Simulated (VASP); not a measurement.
A run of VASP 6.6.1:

POSCAR

```
CuI
1.0
    0.0000000000      3.0116090258      3.0116090258
    3.0116090258      0.0000000000      3.0116090258
    3.0116090258      3.0116090258      0.0000000000
Cu I
1 1
Direct
    0.7500000000      0.7500000000      0.7500000000
    0.0000000000      0.0000000000      0.0000000000
```

File INCAR.step1:

```
SYSTEM = CuI
  PREC = Accurate
  ENCUT = 660
  ISMEAR = 0
  SIGMA = 0.05
  LREAL = .FALSE.
  LASPH = .TRUE.
  NELM = 120
  NBANDS = 16
  GGA = PE
  ALGO = Normal
  EDIFF = 1E-5
  LWAVE = .TRUE.
  LCHARG = .FALSE.
  GGA_COMPAT = .FALSE.
```

File INCAR.step2:

```
SYSTEM = CuI
  PREC = Accurate
  ENCUT = 660
  EDIFF = 1E-6
  ISMEAR = 0
  SIGMA = 0.05
  LREAL = .FALSE.
  LASPH = .TRUE.
  NELM = 120
  ALGO = Normal
  ISIF = 2
  LWAVE = .FALSE.
  LCHARG = .FALSE.
  METAGGA = R2SCAN
  LMIXTAU = .TRUE.
  NBANDS = 16
  ISTART = 1
  GGA_COMPAT = .FALSE.
```

The input KPOINTS:

```
regular mesh
0
G
  6 6 6
  0 0 0
```

Potentials or basis: VASP PAW PBE potentials, release 64 (Cu, I).

Launch:

```sh
$ cat potpaw_PBE.64/Cu/POTCAR potpaw_PBE.64/I/POTCAR > POTCAR
$ cp INCAR.step1 INCAR
$ mpirun -np 1 vasp_std > vasp.out
$ cp INCAR.step2 INCAR
$ mpirun -np 1 vasp_std > vasp.out
```

Hardware: 1 thread of AMD EPYC 7R43 64-Core Processor (Zen 3), on a shared host.

Task: Estimate the wall time of this run.

Result: It took 100 s on 1 thread of AMD EPYC 7R43 64-Core Processor (Zen 3), with other jobs on the host, peak memory 0.19 GiB. Counts: k points 16.
